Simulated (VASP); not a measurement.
# WC (Qusongite) (P-6m2) in VASP: single point with PBE

Aim: the single point of WC (Qusongite) with PBE.

All numbers are computed with VASP 6.6.1; they aren't measurements. Logs are shortened: lines on timing, memory, paths and dates and some standing lists are left out, and cuts for length are marked.

### 1 The cell of the first run

Symmetry: P-6m2, No. 187, hexagonal system. The conventional cell has a = 2.907 Å, b = 2.907 Å, c = 2.837 Å, α = 90.00°, β = 90.00°, γ = 120.00°. Within 2.9 Å of W (site symmetry -6m2) lie 6 C at 2.20 Å and 2 W at 2.84 Å. C (site symmetry -6m2) has 6 W at 2.20 Å and 2 C at 2.84 Å within 2.9 Å.

### 2 Single point, PBE, collinear spin, ferromagnetic start

INCAR

```
  PREC = Accurate
  ENCUT = 520
  EDIFF = 1E-7
  ISMEAR = -1
  SIGMA = 0.05
  LREAL = F
  LASPH = T
  NELM = 150
  ALGO = Normal
  ISIF = 2
  LWAVE = F
  LCHARG = F
  ISPIN = 2
  MAGMOM = 2 0
  LORBIT = 11
  LMAXMIX = 4
  GGA = PE
  NBANDS = 20
```

KPOINTS

```
regular mesh
0
Gamma
  13 13 12
```

POSCAR

```
WC
1.0
    2.9065000000      0.0000000000      0.0000000000
   -1.4532500000      2.5171028361      0.0000000000
    0.0000000000      0.0000000000      2.8366000000
W C
1 1
Direct
    0.0000000000      0.0000000000      0.0000000000
    0.6666666667      0.3333333333      0.5000000000
```

Potentials or basis: VASP PAW PBE potentials, release 64 (W_sv, C).

Command:

```
$ cat potpaw_PBE.64/W_sv/POTCAR potpaw_PBE.64/C/POTCAR > POTCAR
$ mpirun -np 1 vasp_std > vasp.out
```

OUTCAR:

```text
PREC = Accurate
   ENCUT = 520
   EDIFF = 1E-7
   ISMEAR = -1
   LREAL = F
   LASPH = T
   NELM = 150
   ISIF = 2
   ISPIN = 2
   LORBIT = 11
   GGA = PE

 ion  position               nearest neighbor table
   1  0.000  0.000  0.000-   2 2.20   2 2.20   2 2.20   2 2.20   2 2.20   2 2.20
   2  0.667  0.333  0.500-   1 2.20   1 2.20   1 2.20   1 2.20   1 2.20   1 2.20

  LATTYP: Found a hexagonal cell.
 ALAT       =     2.9065000000
 C/A-ratio  =     0.9759504559

  Lattice vectors:

 A1 = (   2.9065000000,   0.0000000000,   0.0000000000)
 A2 = (  -1.4532500000,   2.5171028361,   0.0000000000)
 A3 = (   0.0000000000,   0.0000000000,   2.8366000000)

Analysis of symmetry for initial positions (statically):
=====================================================================
 Subroutine PRICEL returns:
 Original cell was already a primitive cell.

 Routine SETGRP: Setting up the symmetry group for a
 hexagonal supercell.

 Subroutine GETGRP returns: Found 12 space group operations
 (whereof 12 operations were pure point group operations)
 out of a pool of 24 trial point group operations.

The static configuration has the point symmetry D_3h.

Analysis of symmetry for dynamics (positions and initial velocities):
=====================================================================
 Subroutine PRICEL returns:
 Original cell was already a primitive cell.

 Routine SETGRP: Setting up the symmetry group for a
 hexagonal supercell.

 Subroutine GETGRP returns: Found 12 space group operations
 (whereof 12 operations were pure point group operations)
 out of a pool of 24 trial point group operations.

The dynamic configuration has the point symmetry D_3h.

Analysis of structural, dynamic, and magnetic symmetry:
=====================================================================
 Subroutine PRICEL returns:
 Original cell was already a primitive cell.

 Routine SETGRP: Setting up the symmetry group for a
 hexagonal supercell.

 Subroutine GETGRP returns: Found 12 space group operations
 (whereof 12 operations were pure point group operations)
 out of a pool of 24 trial point group operations.

The overall configuration has the point symmetry D_3h.

 Subroutine INISYM returns: Found 12 space group operations
 (whereof 12 operations are pure point group operations),
 and found     1 'primitive' translations

----------------------------------------------------------------------------------------
[... 115 lines left out ...]
  Fermi-wavevector in a.u.,A,eV,Ry     =   1.561262  2.950358 33.164744  2.437540
  Thomas-Fermi vector in A             =   2.664353
   LORBIT       =     11    0 simple, 1 ext, 2 COOP (PROOUT), +10 PAW based schemes
   GGA     = PE    functional components
   LHFCALC =     F    Hartree Fock is set to
   AEXX    =    0.0000 exact exchange contribution
   IVDW    =     0    specifies the selected vdW correction
   LEPSILON=     F    determine dielectric tensor
   LRPA    =     F    only Hartree local field effects (RPA)
 spin polarized calculation
  energy-cutoff  :      520.00
  volume of cell :       20.75
 maximum number of plane-waves:       580
 NGX is ok and might be reduce to    24
   NGX = 11   NGY = 11   NGZ = 11

 number of electron      18.0000000 magnetization       0.0001088

 number of electron      18.0000000 magnetization      -0.0000019

 Free energy of the ion-electron system (eV)
  ---------------------------------------------------
  ext. energy  EPLUGINS =         0.00000000
  ---------------------------------------------------
  free energy    TOTEN  =       -22.44327993 eV

  energy without entropy =      -22.44048128  energy(sigma->0) =      -22.44188061

 E-fermi :  11.0870     XC(G=0): -13.7997

 val. band max:       11.0460106243   @ k =   0.4615   0.0769   0.4167
 cond. band min:      11.0919881260   @ k =   0.0769   0.0769   0.4167
 fundamental gap:      0.0459775017
 Fermi energy:        11.0870202345

 spin component 1

 k-point     1 :       0.0000    0.0000    0.0000
  band No.  band energies     occupation
      1     -62.9230      1.00000
      2     -26.9021      1.00000
      3     -26.8029      1.00000
      4     -26.8029      1.00000
      5      -3.3712      1.00000
      6       6.7674      1.00000
[... 541 lines left out ...]
     19      36.1590      0.00000
     20      37.3041      0.00000

 [... further k-points ...]

 spin component 2

 k-point     1 :       0.0000    0.0000    0.0000
  band No.  band energies     occupation
      1     -62.9230      1.00000
      2     -26.9021      1.00000
      3     -26.8029      1.00000
      4     -26.8029      1.00000
      5      -3.3712      1.00000
      6       6.7674      1.00000
[... 541 lines left out ...]
     19      36.1590      0.00000
     20      37.3041      0.00000

 [... further k-points ...]

------------------------ aborting loop because EDIFF is reached ----------------------------------------

  FORCE on cell =-STRESS in cart. coord.  units (eV):
  Direction    XX          YY          ZZ          XY          YZ          ZX
  --------------------------------------------------------------------------------------
  -------------------------------------------------------------------------------------
  Total        0.8820820      0.8820820      0.8287813      0.0000000      0.0000000      0.0000000
  in kB       68.1004750     68.1004750     63.9854405      0.0000000      0.0000000      0.0000000
  external PRESSURE =      66.7287968 kB  Pullay stress =       0.0000000 kB

 VOLUME and BASIS-vectors are now :
 -----------------------------------------------------------------------------
  energy-cutoff  :      520.00
  volume of cell :       20.75
      direct lattice vectors                 reciprocal lattice vectors
     2.906500000  0.000000000  0.000000000     0.344056425  0.198641070  0.000000000
    -1.453250000  2.517102836  0.000000000     0.000000000  0.397282139  0.000000000
     0.000000000  0.000000000  2.836600000     0.000000000  0.000000000  0.352534725

 POSITION                                       TOTAL-FORCE (eV/Angst)
 -----------------------------------------------------------------------------------
      0.00000      0.00000      0.00000         0.000000     -0.000000      0.000000
      1.45325      0.83903      1.41830        -0.000000      0.000000      0.000000
 -----------------------------------------------------------------------------------
    total drift:                                0.000000     -0.000000      0.000000

  FREE ENERGIE OF THE ION-ELECTRON SYSTEM (eV)
  ---------------------------------------------------
  free  energy   TOTEN  =       -22.4432799308 eV

  energy  without entropy=      -22.4404812823  energy(sigma->0) =      -22.44188061

 total charge

# of ion       s       p       d       tot
------------------------------------------
    1        2.349   6.425   3.405  12.178
    2        0.855   1.576   0.000   2.430
--------------------------------------------------
tot          3.203   8.000   3.405  14.608

 magnetization (x)

# of ion       s       p       d       tot
------------------------------------------
    1       -0.000  -0.000  -0.000  -0.000
    2        0.000   0.000   0.000   0.000
--------------------------------------------------
tot          0.000   0.000  -0.000   0.000
```

stdout:

```text
POSCAR found type information on POSCAR W C
 POSCAR found :  2 types and       2 ions
 scaLAPACK will be used
 LDA part: xc-table for (Slater+PW92), standard interpolation
 POSCAR, INCAR and KPOINTS ok, starting setup
 FFT: planning ... GRIDC
 FFT: planning ... GRID_SOFT
 FFT: planning ... GRID
 WAVECAR not read
 entering main loop
```

Wall time 2.4 min (1 thread of AMD EPYC 7R43 (Zen 3), shared host); peak memory 0.18 GiB.

Results:

```
Free energy                                           : -22.4433 eV
Pressure                                              : 6.7 GPa
Band gap on the k mesh                                : zero (filled and empty bands overlap)
Net moment                                            : 0.00 μB per cell
Valence electrons inside the program's atomic spheres : W 12.18; C 2.43
```

Stress tensor (GPa, compression positive):
```
6.81 0.00 0.00
0.00 6.81 0.00
0.00 0.00 6.40
```

Levels at points of the mesh, in eV from the Fermi level:
Spin up:
```
           k point  band 5  band 6  band 7  band 8  band 9  band 10  band 11  band 12  band 13  band 14
(0.00, 0.00, 0.00)  -14.46   -4.32   -3.34   -3.34    0.08     3.23     3.23     5.62     5.62     6.37
(0.00, 0.00, 0.50)  -10.43   -8.66   -2.02   -2.02   -0.59    -0.59     3.66     4.52     4.52     9.96
```
Spin down:
```
           k point  band 5  band 6  band 7  band 8  band 9  band 10  band 11  band 12  band 13  band 14
(0.00, 0.00, 0.00)  -14.46   -4.32   -3.34   -3.34    0.08     3.23     3.23     5.62     5.62     6.37
(0.00, 0.00, 0.50)  -10.43   -8.66   -2.02   -2.02   -0.59    -0.59     3.66     4.52     4.52     9.96
```

Caveat: spin-orbit coupling is left out, which moves the levels of the heavy elements.
